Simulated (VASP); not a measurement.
# Os (P6_3/mmc) in VASP: relaxation of cell and atoms with PBE+D3(BJ)

Aim: the relaxation of cell and atoms of Os with PBE+D3(BJ).

All numbers are computed with VASP 6.6.1; they aren't measurements. Logs are shortened: lines on timing, memory, paths and dates and some standing lists are left out, and cuts for length are marked.

## (1) The cell of the first run

The structure is hexagonal, space group P6_3/mmc (No. 194). The conventional cell has a = 2.734 Å, b = 2.734 Å, c = 4.320 Å, α = 90.00°, β = 90.00°, γ = 120.00°. Within 3.5 Å of Os (site symmetry -6m2) lie 12 Os at 2.68 to 2.73 Å.

## (2) Relaxation of cell and atoms, PBE+D3(BJ)

Contents of INCAR:

```
PREC     = Accurate       # precision mode
ENCUT    = 600            # plane-wave cutoff, eV
EDIFF    = 1E-6           # SCF threshold, eV
ISMEAR   = 0              # smearing method
SIGMA    = 0.1            # smearing width, eV
LREAL    = False          # projectors in reciprocal space
LASPH    = True           # aspherical terms in the spheres
NELM     = 60             # most SCF steps
ALGO     = Normal         # electronic algorithm
ISIF     = 3              # what is computed and relaxed
LWAVE    = False          # write WAVECAR
LCHARG   = False          # write CHGCAR
GGA      = PE             # functional
IVDW     = 12             # dispersion correction
IBRION   = 2              # ionic algorithm
NSW      = 100            # ionic steps
EDIFFG   = -0.005         # ionic threshold
```

Contents of KPOINTS:

```
Automatic mesh
0
Gamma
  18 18 10
```

Contents of POSCAR:

```
Os
1.0
    2.7340999755      0.0000000000      0.0000000000
   -1.3670499878      2.3678000353      0.0000000000
    0.0000000000      0.0000000000      4.3197000000
Os
2
Direct
    0.3333333333      0.6666666667      0.2500000000
    0.6666666667      0.3333333333      0.7500000000
```

Potentials or basis: VASP PAW PBE potentials, release 64 (Os).

On the command line:

```
cat potpaw_PBE.64/Os/POTCAR > POTCAR
mpirun -np 1 vasp_std > vasp.out
```

OUTCAR:

```text
PREC = Accurate
   ENCUT = 600
   EDIFF = 1E-6
   ISMEAR = 0
   LREAL = False
   LASPH = True
   NELM = 60
   ISIF = 3
   GGA = PE
   IVDW = 12
   IBRION = 2
   NSW = 100
   EDIFFG = -0.005
 IVDW          = 12

 ion  position               nearest neighbor table
   1  0.333  0.667  0.250-   2 2.68   2 2.68   2 2.68   2 2.68   2 2.68   2 2.68
   2  0.667  0.333  0.750-   1 2.68   1 2.68   1 2.68   1 2.68   1 2.68   1 2.68

  LATTYP: Found a hexagonal cell.
 ALAT       =     2.7340999755
 C/A-ratio  =     1.5799349105

  Lattice vectors:

 A1 = (   2.7340999755,   0.0000000000,   0.0000000000)
 A2 = (  -1.3670499878,   2.3678000353,   0.0000000000)
 A3 = (   0.0000000000,   0.0000000000,   4.3197000000)

Analysis of symmetry for initial positions (statically):
=====================================================================
 Subroutine PRICEL returns:
 Original cell was already a primitive cell.

 Routine SETGRP: Setting up the symmetry group for a
 hexagonal supercell.

 Subroutine GETGRP returns: Found 24 space group operations
 (whereof 12 operations were pure point group operations)
 out of a pool of 24 trial point group operations.

The static configuration has the point symmetry D_3d.
 The point group associated with its full space group is D_6h.

Analysis of symmetry for dynamics (positions and initial velocities):
=====================================================================
 Subroutine PRICEL returns:
 Original cell was already a primitive cell.

 Routine SETGRP: Setting up the symmetry group for a
 hexagonal supercell.

 Subroutine GETGRP returns: Found 24 space group operations
 (whereof 12 operations were pure point group operations)
 out of a pool of 24 trial point group operations.

The dynamic configuration has the point symmetry D_3d.
 The point group associated with its full space group is D_6h.

 Subroutine INISYM returns: Found 24 space group operations
 (whereof 12 operations are pure point group operations),
 and found     1 'primitive' translations

----------------------------------------------------------------------------------------

                                     Primitive cell

  volume of cell :      27.9649

  direct lattice vectors                    reciprocal lattice vectors
     2.734099975  0.000000000  0.000000000     0.365751073  0.211166481  0.000000000
    -1.367049988  2.367800035  0.000000000     0.000000000  0.422332961  0.000000000
     0.000000000  0.000000000  4.319700000     0.000000000  0.000000000  0.231497558

  length of vectors
     2.734099975  2.734099976  4.319700000     0.422332961  0.422332961  0.231497558

  position of ions in fractional coordinates (direct lattice)
     0.333333333  0.666666667  0.250000000
     0.666666667  0.333333333  0.750000000

  ion indices of the primitive-cell ions
   primitive index   ion index
                 1           1
                 2           2

----------------------------------------------------------------------------------------

 KPOINTS: Automatic mesh

Automatic generation of k-mesh.
 Grid dimensions read from file:
 generate k-points for:   18   18   10

 Generating k-lattice:

  Cartesian coordinates                     Fractional coordinates (reciprocal lattice)
     0.020319504  0.011731471  0.000000000     0.055555556  0.000000000  0.000000000
     0.000000000  0.023462942  0.000000000     0.000000000  0.055555556  0.000000000
     0.000000000  0.000000000  0.023149756     0.000000000  0.000000000  0.100000000

  Length of vectors
     0.023462942  0.023462942  0.023149756

  Shift w.r.t. Gamma in fractional coordinates (k-lattice)
     0.000000000  0.000000000  0.000000000

 Subroutine IBZKPT returns following result:
 ===========================================

 Found    222 irreducible k-points:

 Following reciprocal coordinates:
            Coordinates               Weight
  0.000000  0.000000  0.000000      1.000000
  0.055556  0.000000  0.000000      6.000000
  0.111111  0.000000  0.000000      6.000000
  0.166667  0.000000  0.000000      6.000000
  0.222222  0.000000  0.000000      6.000000
  0.277778  0.000000  0.000000      6.000000
[... 16 lines left out ...]
  0.333333  0.111111  0.000000     12.000000
  0.388889  0.111111  0.000000     12.000000
 [... further k-points ...]
   k-points           NKPTS =    222   k-points in BZ     NKDIM =    222   number of bands    NBANDS=     12
   number of dos      NEDOS =    301   number of ions     NIONS =      2
   total plane-waves  NPLWV =  20736
   dimension x,y,z NGX =    24 NGY =   24 NGZ =   36
   dimension x,y,z NGXF=    48 NGYF=   48 NGZF=   72
   ions per type =               2
   NGX,Y,Z   is equivalent  to a cutoff of  14.59, 14.59, 13.85 a.u.
   NGXF,Y,Z  is equivalent  to a cutoff of  29.19, 29.19, 27.71 a.u.
 SYSTEM =  unknown system
   PREC   = accura    normal or accurate (medium, high low for compatibility)
   ISTART =      0    job   : 0-new  1-cont  2-samecut
   ICHARG =      2    charge: 1-file 2-atom 10-const
   ISPIN  =      1    spin polarized calculation?
   LNONCOLLINEAR =      F non collinear calculations
   LSORBIT =      F    spin-orbit coupling
   LASPH  =      T    aspherical Exc in radial PAW
   ENCUT  =  600.0 eV  44.10 Ry    6.64 a.u.   5.46  5.46  8.63*2*pi/ulx,y,z
   NELM   =     60;   NELMIN=  2; NELMDL= -5     # of ELM steps
   EDIFF  = 0.1E-05   stopping-criterion for ELM
   LREAL  =      F    real-space projection
   EDIFFG = -.5E-02   stopping-criterion for IOM
   NSW    =    100    number of steps for IOM
   IBRION =      2    ionic relax: 0-MD 1-quasi-New 2-CG
   NFREE  =      1    steps in history (QN), initial steepest desc. (CG)
   ISIF   =      3    stress and relaxation
   ISYM   =      2    0-nonsym 1-usesym 2-fastsym
   POTIM  = 0.5000    time-step for ionic-motion
   TEBEG  =    0.0;   TEEND  =   0.0 temperature during run
   PSTRESS=    0.0 pullay stress
   NELECT =      16.0000    total number of electrons
   NUPDOWN=      -1.0000    fix difference up-down
   EMIN   =  10.00;   EMAX   =-10.00  energy-range for DOS
   EFERMI =   0.00;   METHOD = LEGACY
   ISMEAR =     0;   SIGMA  =   0.10  broadening in eV -4-tet -1-fermi 0-gaus
   EFERMI_NEDOS =   21; number of points for ismear=-14 and -15
   IALGO  =     38    algorithm
   IMIX   =      4    mixing-type and parameters
     AMIX     =   0.40;   BMIX     =  1.00
     AMIX_MAG =   1.60;   BMIX_MAG =  1.00
  volume/ion in A,a.u.               =      13.98        94.36
  Fermi-wavevector in a.u.,A,eV,Ry     =   1.359076  2.568282 25.131162  1.847088
  Thomas-Fermi vector in A             =   2.485855
   LORBIT       =      0    0 simple, 1 ext, 2 COOP (PROOUT), +10 PAW based schemes
   GGA     = PE    functional components
   LHFCALC =     F    Hartree Fock is set to
   AEXX    =    0.0000 exact exchange contribution
   IVDW    =    12    specifies the selected vdW correction
   LEPSILON=     F    determine dielectric tensor
   LRPA    =     F    only Hartree local field effects (RPA)
 conjugate gradient relaxation of ions
 non-spin polarized calculation
 Gauss-broadening in eV      SIGMA  =   0.10
  energy-cutoff  :      600.00
  volume of cell :       27.96
 maximum number of plane-waves:       965
 NGX is ok and might be reduce to    24
   NGX = 11   NGY = 11   NGZ = 17

--------------------------------------- Ionic step        1  -------------------------------------------

 number of electron      16.0000001 magnetization

 Free energy of the ion-electron system (eV)
  ---------------------------------------------------
  ext. energy  EPLUGINS =         0.00000000
  ---------------------------------------------------
  free energy    TOTEN  =       -22.48462091 eV

  energy without entropy =      -22.47710833  energy(sigma->0) =      -22.48086462

------------------------ aborting loop because EDIFF is reached ----------------------------------------

 Edisp (eV)   -1.30950

 E8    (eV) :    -0.6437

  FORCE on cell =-STRESS in cart. coord.  units (eV):
  Direction    XX          YY          ZZ          XY          YZ          ZX
  --------------------------------------------------------------------------------------
  -------------------------------------------------------------------------------------
  Total       0.15907     0.15907     0.28139    -0.00000     0.00000     0.00000
  in kB       9.11357     9.11357    16.12155    -0.00000     0.00000     0.00000
  external pressure =       11.45 kB  Pullay stress =        0.00 kB
[... 261 lines left out ...]
  energy  without entropy=      -23.7869683631  energy(sigma->0) =      -23.79067991

--------------------------------------- Ionic step        8  -------------------------------------------

 number of electron      16.0000001 magnetization

 Free energy of the ion-electron system (eV)
  ---------------------------------------------------
  ext. energy  EPLUGINS =         0.00000000
  ---------------------------------------------------
  free energy    TOTEN  =       -22.48854464 eV

  energy without entropy =      -22.48107940  energy(sigma->0) =      -22.48481202

 E-fermi :   9.4357     XC(G=0): -14.0452

 val. band max:        9.4261353690   @ k =   0.2222   0.0556   0.3000
 cond. band min:       9.4465088409   @ k =   0.4444   0.1111   0.4000
 fundamental gap:      0.0203734719
 Fermi energy:         9.4357476225

 k-point     1 :       0.0000    0.0000    0.0000
  band No.  band energies     occupation
      1      -1.4895      2.00000
      2       1.6605      2.00000
      3       6.3885      2.00000
      4       6.3885      2.00000
      5       6.6307      2.00000
      6       7.2240      2.00000
      7       7.2240      2.00000
      8       7.8877      2.00000
      9       7.8877      2.00000
     10       9.4472      0.87124
     11      11.1174      0.00000
     12      11.1174      0.00000
[... 331 lines left out ...]
 k-point    24 :       0.3889    0.1111    0.0000
  band No.  band energies     occupation
      1       2.6398      2.00000
      2       2.7517      2.00000
      3       3.0875      2.00000
      4       5.8373      2.00000
      5       5.9283      2.00000
      6       6.8106      2.00000
      7       7.5100      2.00000
      8      11.0131      0.00000
      9      11.4489      0.00000
     10      11.9203      0.00000
     11      13.3402      0.00000
     12      16.3677      0.00000

 [... further k-points ...]

------------------------ aborting loop because EDIFF is reached ----------------------------------------

 Edisp (eV)   -1.30586

 E8    (eV) :    -0.6419

  FORCE on cell =-STRESS in cart. coord.  units (eV):
  Direction    XX          YY          ZZ          XY          YZ          ZX
  --------------------------------------------------------------------------------------
  -------------------------------------------------------------------------------------
  Total      -0.00673    -0.00673    -0.00974     0.00000    -0.00000     0.00000
  in kB      -0.38453    -0.38453    -0.55638     0.00000    -0.00000     0.00000
  external pressure =       -0.44 kB  Pullay stress =        0.00 kB
[... 17 lines left out ...]
  FREE ENERGIE OF THE ION-ELECTRON SYSTEM (eV)
  ---------------------------------------------------
  free  energy   TOTEN  =       -23.7944052754 eV

  energy  without entropy=      -23.7869400311  energy(sigma->0) =      -23.79067265

 reached required accuracy - stopping structural energy minimisation
```

Run time: 3 min. Hardware: 1 thread of Intel Xeon Platinum 8259CL at 2.50GHz (Skylake/Cascade Lake), shared host; peak memory 0.24 GiB.

Results:

```yaml
Free_energy: -23.7944 eV
Relaxed_volume: 14.02 Å³/atom
Relaxed_cell: a = 2.736 Å, b = 2.736 Å, c = 4.327 Å, α = 90.00°, β = 90.00°, γ = 120.00°
Space_group_after_relaxing_to_0.1_Å: P6_3/mmc (No. 194)
Energy_gained_by_relaxing: 0.1 meV/atom
Ionic_steps: 8
Pressure_after_relaxing: 0.0 GPa
Band_gap_on_the_k_mesh: zero (bands 8 and 9 overlap by 3.93 eV)
Dispersion_energy_per_atom: -0.653 eV
```

Step by step:
| step | energy change (eV) | largest force (eV/Å) | pressure (GPa) | volume (Å³) |
| --- | --- | --- | --- | --- |
| 1 | 0.0000 | 0.0000 | 1.14 | 27.96 |
| 2 | 0.0051 | 0.0000 | -4.96 | 28.37 |
| 3 | -0.0003 | 0.0000 | -0.02 | 28.04 |
| 4 | -0.0003 | 0.0000 | -0.03 | 28.04 |
| 5 | -0.0003 | 0.0000 | -0.06 | 28.04 |
| 6 | -0.0003 | 0.0000 | -0.10 | 28.04 |
| 7 | -0.0003 | 0.0000 | 0.01 | 28.04 |
| 8 | -0.0003 | 0.0000 | -0.04 | 28.04 |

Final structure:
```
Os
1.0
     2.73555    0.00000    0.00000
    -1.36778    2.36906    0.00000
     0.00000    0.00000    4.32674
Os
2
Direct
  0.33333 0.66667 0.25000
  0.66667 0.33333 0.75000
```

Levels at points of the mesh, in eV from the Fermi level:
```tsv
k point	band 4	band 5	band 6	band 7	band 8	band 9	band 10	band 11	band 12
(0.00, 0.00, 0.00)	-3.05	-2.81	-2.21	-2.21	-1.55	-1.55	0.01	1.68	1.68
(0.50, 0.00, 0.00)	-3.53	-2.90	-2.58	-1.88	2.04	2.59	2.70	4.40	5.70
(0.00, 0.00, 0.50)	-3.57	-3.24	-3.24	-3.24	-3.24	0.89	0.89	0.89	0.89
(0.50, 0.00, 0.50)	-5.33	-1.20	-1.20	-0.16	-0.16	2.37	2.37	3.29	3.29
```

Caveat: spin-orbit coupling is left out, which moves the levels of the heavy elements.

The gap in the log of VASP goes by the Fermi energy; the results here count the filled bands.